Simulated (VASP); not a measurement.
# P4H2Ir8C in VASP: notebook

P4H2Ir8C is run at these levels: r2SCAN; tasks: single point.

All numbers are computed with VASP 6.6.1; they aren't measurements. Logs are shortened: lines on timing, memory, paths and dates and some standing lists are left out, and cuts for length are marked.

### 1 The cell of the first run

The cell holds a slab with vacuum, 15 atoms: a = 5.535 Å, b = 5.535 Å, c = 18.151 Å, α = 90.00°, β = 90.00°, γ = 90.00°.

### 2 Single point, r2SCAN

Input file POSCAR:

```
P4H2Ir8C
1.0
    5.5350000000      0.0000000000      0.0000000000
    0.0000000000      5.5350000000      0.0000000000
    0.0000000000      0.0000000000     18.1512500000
P Ir C H
4 8 1 2
Direct
    0.0000000000      0.0000000000      0.0550926245
    0.0009756098      0.4998012647      0.2120404931
    0.5002168022     -0.0006684734      0.2119854005
    0.5000000000      0.5000000000      0.0550926245
    0.2494670280      0.7506233062      0.2834680807
    0.2496657633      0.2497560976      0.2832422010
    0.2499909666      0.2500090334      0.1309386406
    0.2500632340      0.7499006323      0.1309882240
    0.7500451671      0.7500090334      0.1309221128
    0.7500090334      0.2499728997      0.1309166035
    0.7501174345      0.2499548329      0.2831871083
    0.7501355014      0.7501535682      0.2831981269
    0.1646431798      0.9241192412      0.4283010812
    0.2732791328      1.0592592593      0.4555664210
    0.0304065041      0.8117073171      0.4547014668
```

Input file INCAR.step1:

```
SYSTEM = P4H2Ir8C
PREC     = Accurate       ! precision mode
ENCUT    = 520            ! plane-wave cutoff, eV
ISMEAR   = -1             ! smearing method
SIGMA    = 0.05           ! smearing width, eV
LREAL    = Auto         
LASPH    = .True.         ! aspherical terms in the spheres
NELM     = 60             ! most SCF steps
NBANDS   = 62             ! bands
GGA      = PE             ! functional
ALGO     = Normal         ! electronic algorithm
EDIFF    = 1E-4           ! SCF threshold, eV
LWAVE    = .True.         ! write WAVECAR
LCHARG   = .False.        ! write CHGCAR
```

Input file INCAR.step2:

```
SYSTEM = P4H2Ir8C
PREC     = Accurate       ! precision mode
ENCUT    = 520            ! plane-wave cutoff, eV
EDIFF    = 1E-7           ! SCF threshold, eV
ISMEAR   = -1             ! smearing method
SIGMA    = 0.05           ! smearing width, eV
LREAL    = Auto         
LASPH    = .True.         ! aspherical terms in the spheres
NELM     = 60             ! most SCF steps
ALGO     = Normal         ! electronic algorithm
ISIF     = 2              ! what is computed and relaxed
LWAVE    = .False.        ! write WAVECAR
LCHARG   = .False.        ! write CHGCAR
METAGGA  = R2SCAN         ! meta-GGA
LMIXTAU  = .True.       
NBANDS   = 62             ! bands
ISTART   = 1
```

Input file KPOINTS:

```
Automatic mesh
0
Gamma
  3 3 1
  0 0 0
```

Potentials or basis: VASP PAW PBE potentials, release 64 (P, Ir, C, H).

The run is started by

```bash
$ cat potpaw_PBE.64/P/POTCAR potpaw_PBE.64/Ir/POTCAR potpaw_PBE.64/C/POTCAR potpaw_PBE.64/H/POTCAR > POTCAR
$ cp INCAR.step1 INCAR
$ mpirun -np 1 vasp_std > vasp.out
$ cp INCAR.step2 INCAR
$ mpirun -np 1 vasp_std > vasp.out
```

OUTCAR:

```text
SYSTEM = P4H2Ir8C
   PREC = Accurate
   ENCUT = 520
   EDIFF = 1E-7
   ISMEAR = -1
   LREAL = Auto
   LASPH = .True.
   NELM = 60
   ISIF = 2
   METAGGA = R2SCAN
   ISTART = 1

 ion  position               nearest neighbor table
   1  0.000  0.000  0.055-   9 2.39  10 2.39   7 2.39   8 2.39
   2  0.001  0.500  0.212-   6 2.34   5 2.35  11 2.35  12 2.35   7 2.45   8 2.45  10 2.45   9 2.45

   3  0.500  0.999  0.212-  12 2.34   5 2.35  11 2.35   6 2.35   9 2.45   8 2.45  10 2.45   7 2.45

   4  0.500  0.500  0.055-  10 2.39   8 2.39   7 2.39   9 2.39
   5  0.249  0.751  0.283-   2 2.35   3 2.35   6 2.76  12 2.76   8 2.77  12 2.77   6 2.77
   6  0.250  0.250  0.283-   2 2.34   3 2.35   5 2.76   7 2.76  11 2.77  11 2.77   5 2.77
   7  0.250  0.250  0.131-   1 2.39   4 2.39   2 2.45   3 2.45   6 2.76   8 2.77  10 2.77  10 2.77
                             8 2.77
   8  0.250  0.750  0.131-   4 2.39   1 2.39   2 2.45   3 2.45   7 2.77   9 2.77   9 2.77   5 2.77
                             7 2.77
   9  0.750  0.750  0.131-   1 2.39   4 2.39   3 2.45   2 2.45  12 2.76  10 2.77   8 2.77   8 2.77
                            10 2.77
  10  0.750  0.250  0.131-   1 2.39   4 2.39   3 2.45   2 2.45  11 2.76   9 2.77   7 2.77   7 2.77
                             9 2.77
  11  0.750  0.250  0.283-   3 2.35   2 2.35  10 2.76   6 2.77  12 2.77  12 2.77   6 2.77
  12  0.750  0.750  0.283-   3 2.34   2 2.35   5 2.76   9 2.76  11 2.77  11 2.77   5 2.77
  13  0.165  0.924  0.428-  14 1.08  15 1.08
  14  0.273  0.059  0.456-  13 1.08
  15  0.030  0.812  0.455-  13 1.08

  LATTYP: Found a simple tetragonal cell.
 ALAT       =     5.5350000000
 C/A-ratio  =     3.2793586269

  Lattice vectors:

 A1 = (   5.5350000000,   0.0000000000,   0.0000000000)
 A2 = (   0.0000000000,   5.5350000000,   0.0000000000)
 A3 = (   0.0000000000,   0.0000000000,  18.1512500000)

Analysis of symmetry for initial positions (statically):
=====================================================================
 Subroutine PRICEL returns:
 Original cell was already a primitive cell.

 Routine SETGRP: Setting up the symmetry group for a
 simple tetragonal supercell.

 Subroutine GETGRP returns: Found  1 space group operations
 (whereof  1 operations were pure point group operations)
 out of a pool of 16 trial point group operations.

The static configuration has the point symmetry C_1 .

Analysis of symmetry for dynamics (positions and initial velocities):
=====================================================================
 Subroutine PRICEL returns:
 Original cell was already a primitive cell.

 Routine SETGRP: Setting up the symmetry group for a
 simple tetragonal supercell.

 Subroutine GETGRP returns: Found  1 space group operations
 (whereof  1 operations were pure point group operations)
 out of a pool of 16 trial point group operations.

The dynamic configuration has the point symmetry C_1 .

 Subroutine INISYM returns: Found  1 space group operations
 (whereof  1 operations are pure point group operations),
 and found     1 'primitive' translations

----------------------------------------------------------------------------------------

                                     Primitive cell

  volume of cell :     556.0858

  direct lattice vectors                    reciprocal lattice vectors
     5.535000000  0.000000000  0.000000000     0.180668473  0.000000000  0.000000000
     0.000000000  5.535000000  0.000000000     0.000000000  0.180668473  0.000000000
     0.000000000  0.000000000 18.151250000     0.000000000  0.000000000  0.055092624

  length of vectors
     5.535000000  5.535000000 18.151250000     0.180668473  0.180668473  0.055092624

  position of ions in fractional coordinates (direct lattice)
     0.000000000  0.000000000  0.055092624
     0.000975610  0.499801265  0.212040493
     0.500216802  0.999331527  0.211985400
     0.500000000  0.500000000  0.055092624
     0.249467028  0.750623306  0.283468081
     0.249665763  0.249756098  0.283242201
     0.249990967  0.250009033  0.130938641
[... 48 lines left out ...]
   LEPSILON=     F    determine dielectric tensor
   LRPA    =     F    only Hartree local field effects (RPA)
 non-spin polarized calculation
  energy-cutoff  :      520.00
  volume of cell :      556.09
 maximum number of plane-waves:     14982
 NGX is ok and might be reduce to    42
   NGX = 21   NGY = 21   NGZ = 67

 number of electron      98.0000010 magnetization

 Free energy of the ion-electron system (eV)
  ---------------------------------------------------
  ext. energy  EPLUGINS =         0.00000000
  ---------------------------------------------------
  free energy    TOTEN  =      -465.34881202 eV

  energy without entropy =     -465.22598417  energy(sigma->0) =     -465.28739809

 E-fermi :  -0.2691     XC(G=0):  -5.6965

 val. band max:       -0.2703801058   @ k =  -0.3333   0.3333   0.0000
 cond. band min:      -0.2563290567   @ k =   0.3333   0.3333   0.0000
 fundamental gap:      0.0140510491
 Fermi energy:        -0.2690560041

 k-point     1 :       0.0000    0.0000    0.0000
  band No.  band energies     occupation
      1     -14.4143      2.00000
      2     -13.1469      2.00000
      3     -12.6093      2.00000
      4     -12.4448      2.00000
      5     -11.4136      2.00000
      6      -8.8220      2.00000
[... 53 lines left out ...]
     60       3.0080      0.00000
     61       3.0722      0.00000

 k-point     2 :       0.3333    0.0000    0.0000
  band No.  band energies     occupation
      1     -14.0692      2.00000
      2     -13.4245      2.00000
      3     -12.6012      2.00000
      4     -12.1937      2.00000
      5     -11.6860      2.00000
      6      -8.2385      2.00000
[... 189 lines left out ...]
      4     -12.0560      2.00000
      5     -11.8062      2.00000
      6      -7.9421      2.00000
[... 53 lines left out ...]
     60       3.1914      0.00000
     61       3.5078      0.00000
 [bands above 61 left out]

------------------------ aborting loop because EDIFF is reached ----------------------------------------

  FORCE on cell =-STRESS in cart. coord.  units (eV):
  Direction    XX          YY          ZZ          XY          YZ          ZX
  --------------------------------------------------------------------------------------
  -------------------------------------------------------------------------------------
  Total      -12.4197184    -13.7370972    -15.4535171     -0.1780720     -0.9256574      0.7938831
  in kB      -35.7833125    -39.5789040    -44.5242005     -0.5130555     -2.6669759      2.2873117
  external PRESSURE =     -39.9621390 kB  Pullay stress =       0.0000000 kB

 VOLUME and BASIS-vectors are now :
 -----------------------------------------------------------------------------
  energy-cutoff  :      520.00
  volume of cell :      556.09
      direct lattice vectors                 reciprocal lattice vectors
     5.535000000  0.000000000  0.000000000     0.180668473  0.000000000  0.000000000
     0.000000000  5.535000000  0.000000000     0.000000000  0.180668473  0.000000000
     0.000000000  0.000000000 18.151250000     0.000000000  0.000000000  0.055092624

 POSITION                                       TOTAL-FORCE (eV/Angst)
 -----------------------------------------------------------------------------------
      0.00000      0.00000      1.00000        -0.129243      0.137220      1.699604
      0.00540      2.76640      3.84880         0.056792      0.021151     -0.455314
      2.76870      5.53130      3.84780        -0.055847     -0.045604     -0.509959
      2.76750      2.76750      1.00000         0.092892     -0.032965      1.689592
      1.38080      4.15470      5.14530        -0.397625      0.759902      1.695632
      1.38190      1.38240      5.14120        -0.339048     -0.205562      0.320743
      1.38370      1.38380      2.37670         0.038691     -0.016931     -0.443086
      1.38410      4.15070      2.37760         0.055033     -0.114767     -0.310074
      4.15150      4.15130      2.37640         0.078993     -0.033854     -0.392954
      4.15130      1.38360      2.37630         0.005878     -0.008672     -0.364957
      4.15190      1.38350      5.14020         0.099049      0.020589     -0.124150
      4.15200      4.15210      5.14040         0.003511     -0.009295     -0.165865
      0.91130      5.11500      7.77420         0.840852     -0.888964     -3.130940
      1.51260      0.32800      8.26910        -0.069132      0.105302      0.270426
      0.16830      4.49280      8.25340        -0.280796      0.312448      0.221302
 -----------------------------------------------------------------------------------
    total drift:                               -0.005788     -0.008328     -0.010620

  FREE ENERGIE OF THE ION-ELECTRON SYSTEM (eV)
  ---------------------------------------------------
  free  energy   TOTEN  =      -465.3488120194 eV

  energy  without entropy=     -465.2259841691  energy(sigma->0) =     -465.28739809
```

Wall time 13 min (1 thread of Intel Xeon 6975P-C (Granite Rapids), shared host); peak memory 0.69 GiB.

What came out:

```yaml
Free_energy: -465.3488 eV
Largest_force: 3.362 eV/Å
Band_gap_on_the_k_mesh: zero (bands 49 and 50 overlap by 0.74 eV)
```

Forces on the atoms (eV/Å):
```
P   -0.129  0.137  1.700
P    0.057  0.021 -0.455
P   -0.056 -0.046 -0.510
P    0.093 -0.033  1.690
Ir  -0.398  0.760  1.696
Ir  -0.339 -0.206  0.321
Ir   0.039 -0.017 -0.443
Ir   0.055 -0.115 -0.310
Ir   0.079 -0.034 -0.393
Ir   0.006 -0.009 -0.365
Ir   0.099  0.021 -0.124
Ir   0.004 -0.009 -0.166
C    0.841 -0.889 -3.131
H   -0.069  0.105  0.270
H   -0.281  0.312  0.221
```

Caveat: the k points lie up to 0.38 Å⁻¹ apart, too coarse for converged energies and pressures of a metal; the PAW data sets were made with another functional, which shifts forces and pressure a little; spin-orbit coupling is left out, which moves the levels of the heavy elements.

### 3 Single point, r2SCAN

Input file POSCAR:

```
P4H2Ir8C
1.0
    5.5350000000      0.0000000000      0.0000000000
    0.0000000000      5.5350000000      0.0000000000
    0.0000000000      0.0000000000     18.1512500000
P Ir C H
4 8 1 2
Direct
    0.0000000000      0.0000000000      0.0550926245
   -0.0029810298      0.4972719061      0.2130817437
    0.5023125565     -0.0011020777      0.2125087804
    0.5000000000      0.5000000000      0.0550926245
    0.2497380307      0.7484733514      0.2827518766
    0.2484010840      0.2496657633      0.2826967840
    0.2502258356      0.2497018970      0.1298918807
    0.2503703704      0.7495212285      0.1301948902
    0.7504968383      0.7498102981      0.1298588251
    0.7502439024      0.2500451671      0.1298643344
    0.7503161698      0.2502800361      0.2819971076
    0.7500090334      0.7497380307      0.2819034502
    0.2389521229      0.9684010840      0.3541519179
    0.4582475158      0.9645528455      0.3665532677
    0.0393315266      0.9884010840      0.3682941946
```

Input file INCAR.step1:

```
SYSTEM = P4H2Ir8C
ALGO = Normal
EDIFF = 1E-4
ENCUT = 520
GGA = PE
ISMEAR = -1
LASPH = .TRUE.
LCHARG = .FALSE.
LREAL = Auto
LWAVE = .TRUE.
NBANDS = 62
NELM = 80
PREC = Accurate
SIGMA = 0.05
```

Input file INCAR.step2:

```
SYSTEM = P4H2Ir8C
ALGO = Normal
EDIFF = 1E-7
ENCUT = 520
ISIF = 2
ISMEAR = -1
ISTART = 1
LASPH = .TRUE.
LCHARG = .TRUE.
LELF = .TRUE.
LMIXTAU = .TRUE.
LREAL = Auto
LVHAR = .TRUE.
LWAVE = .FALSE.
METAGGA = R2SCAN
NBANDS = 62
NELM = 80
PREC = Accurate
SIGMA = 0.05
```

Input file KPOINTS:

```
k-points
0
G
  3 3 1
  0 0 0
```

Potentials or basis: VASP PAW PBE potentials, release 64 (P, Ir, C, H).

The run is started by

```bash
$ cat potpaw_PBE.64/P/POTCAR potpaw_PBE.64/Ir/POTCAR potpaw_PBE.64/C/POTCAR potpaw_PBE.64/H/POTCAR > POTCAR
$ cp INCAR.step1 INCAR
$ mpirun -np 1 vasp_std > vasp.out
$ cp INCAR.step2 INCAR
$ mpirun -np 1 vasp_std > vasp.out
```

Run time: 13 min. Hardware: 1 thread of Intel Xeon 6975P-C (Granite Rapids), shared host; peak memory 0.7 GiB.

The run converged. Its results:

```yaml
Free_energy: -467.3178 eV
Largest_force: 6.329 eV/Å
Band_gap_on_the_k_mesh: zero (bands 49 and 50 overlap by 0.50 eV)
```

Forces in eV/Å, atoms in the order of the input:
```
P   -0.652  0.072  1.624
P   -0.827  0.018 -1.347
P    0.536  0.201 -1.601
P   -0.014 -0.064  1.447
Ir   1.112 -4.586 -4.217
Ir   0.745  1.094 -0.853
Ir   0.215 -0.246 -0.103
Ir   0.182  0.225 -0.172
Ir   0.226 -0.113 -0.518
Ir   0.296  0.057 -0.498
Ir  -0.336  0.260  0.136
Ir  -0.096 -0.387 -0.039
C   -0.204  3.183  3.643
H   -2.164  0.248  0.983
H    0.981  0.037  1.513
```

Levels at points of the mesh, in eV from the Fermi level:
```
           k point  band 45  band 46  band 47  band 48  band 49  band 50  band 51  band 52
(0.00, 0.00, 0.00)    -0.19    -0.15     0.10     0.24     0.29     0.68     0.76     0.96
```

Caveat: the k points lie up to 0.38 Å⁻¹ apart; the PAW data sets were made with another functional, which shifts forces and pressure a little; spin-orbit coupling is left out, which moves the levels of the heavy elements.

### 4 Single point, r2SCAN

Input file POSCAR:

```
P4H2Ir8C
1.0
    5.5350000000      0.0000000000      0.0000000000
    0.0000000000      5.5350000000      0.0000000000
    0.0000000000      0.0000000000     18.1512500000
P Ir C H
4 8 1 2
Direct
    0.0000000000      0.0000000000      0.0550926245
   -0.0228364950      0.4952845528      0.2036498864
    0.5111833785      0.0014995483      0.2030163212
    0.5000000000      0.5000000000      0.0550926245
    0.2555013550      0.7253297200      0.2745430755
    0.2497199639      0.2541644083      0.2815784037
    0.2511833785      0.2486540199      0.1285366022
    0.2512375790      0.7499006323      0.1288781764
    0.7518518519      0.7493044264      0.1279581296
    0.7512556459      0.2502619693      0.1279030370
    0.7494128275      0.2516350497      0.2806363198
    0.7498102981      0.7476061427      0.2802065973
    0.2364950316      1.2450406504      0.4028317609
    0.2388075881      1.0467570009      0.4015591213
    0.2444805781      1.4191508582      0.4401790510
```

Input file INCAR.step1:

```
SYSTEM = P4H2Ir8C
ALGO     = Normal         ! electronic algorithm
EDIFF    = 1E-4           ! SCF threshold, eV
ENCUT    = 520            ! plane-wave cutoff, eV
GGA      = PE             ! functional
ISMEAR   = -1             ! smearing method
LASPH    = .TRUE.         ! aspherical terms in the spheres
LCHARG   = .FALSE.        ! write CHGCAR
LREAL    = Auto         
LWAVE    = .TRUE.         ! write WAVECAR
NBANDS   = 62             ! bands
NELM     = 60             ! most SCF steps
PREC     = Accurate       ! precision mode
SIGMA    = 0.05           ! smearing width, eV
```

Input file INCAR.step2:

```
SYSTEM = P4H2Ir8C
ALGO     = Normal         ! electronic algorithm
EDIFF    = 1E-6           ! SCF threshold, eV
ENCUT    = 520            ! plane-wave cutoff, eV
ISIF     = 2              ! what is computed and relaxed
ISMEAR   = -1             ! smearing method
ISTART   = 1            
LASPH    = .TRUE.         ! aspherical terms in the spheres
LCHARG   = .FALSE.        ! write CHGCAR
LMIXTAU  = .TRUE.       
LREAL    = Auto         
LWAVE    = .FALSE.        ! write WAVECAR
METAGGA  = R2SCAN         ! meta-GGA
NBANDS   = 62             ! bands
NELM     = 60             ! most SCF steps
PREC     = Accurate       ! precision mode
SIGMA    = 0.05           ! smearing width, eV
```

KPOINTS is that of step 3.

The run is started by

```bash
$ cat potpaw_PBE.64/P/POTCAR potpaw_PBE.64/Ir/POTCAR potpaw_PBE.64/C/POTCAR potpaw_PBE.64/H/POTCAR > POTCAR
$ cp INCAR.step1 INCAR
$ mpirun -np 1 vasp_std > vasp.out
$ cp INCAR.step2 INCAR
$ mpirun -np 1 vasp_std > vasp.out
```

Wall time 12 min (1 thread of Intel Xeon 6975P-C (Granite Rapids), shared host); peak memory 0.67 GiB.

Results (log left out):

| Property | Result |
| --- | --- |
| Free energy | -466.8418 eV |
| Largest force | 4.590 eV/Å |
| Band gap on the k mesh | zero (bands 49 and 50 overlap by 0.86 eV) |

Forces in eV/Å, atoms in the order of the input:
```
P   -0.069 -0.305  0.830
P    1.255  0.145  0.966
P   -0.779 -0.163  1.501
P   -0.031  0.189  0.830
Ir  -0.118  0.437  0.036
Ir  -0.235 -0.049  3.493
Ir  -0.034  0.080 -0.442
Ir   0.015  0.130 -1.166
Ir  -0.103  0.258 -0.958
Ir  -0.198 -0.280 -1.266
Ir  -0.037 -0.389 -0.117
Ir   0.295  0.367 -0.075
C    0.303  1.842 -4.194
H   -0.124  0.387  1.616
H   -0.139 -2.651 -1.055
```

Levels at points of the mesh, in eV from the Fermi level:
```
           k point  band 47  band 48  band 49  band 50  band 51  band 52
(0.00, 0.00, 0.00)     0.17     0.27     0.45     0.48     0.59     0.72
```

Caveat: the k points lie up to 0.38 Å⁻¹ apart, too coarse for converged energies and pressures of a metal; the PAW data sets were made with another functional, which shifts forces and pressure a little; spin-orbit coupling is left out, which moves the levels of the heavy elements.

### 5 Summary

```tsv
cell	gap on the mesh (eV)	largest force (eV/Å)
as given, atomic positions A	none	3.36
as given, atomic positions B	none	6.33
as given, atomic positions C	none	4.59
```

Alike in all rows: task single point; level r2SCAN; potentials or basis VASP PAW PBE potentials, release 64 (P, Ir, C, H); no spin polarisation; k mesh 3 × 3 × 1; cutoff (eV) 520; smearing fermi-dirac 0.05 eV.

Caveats: all runs use coarse meshes; the PAW data sets were made with another functional, which shifts forces and pressure a little; spin-orbit coupling is left out, which moves the levels of the heavy elements.

Total energies depend on the potentials used, so only differences within one code and one set of settings carry meaning.
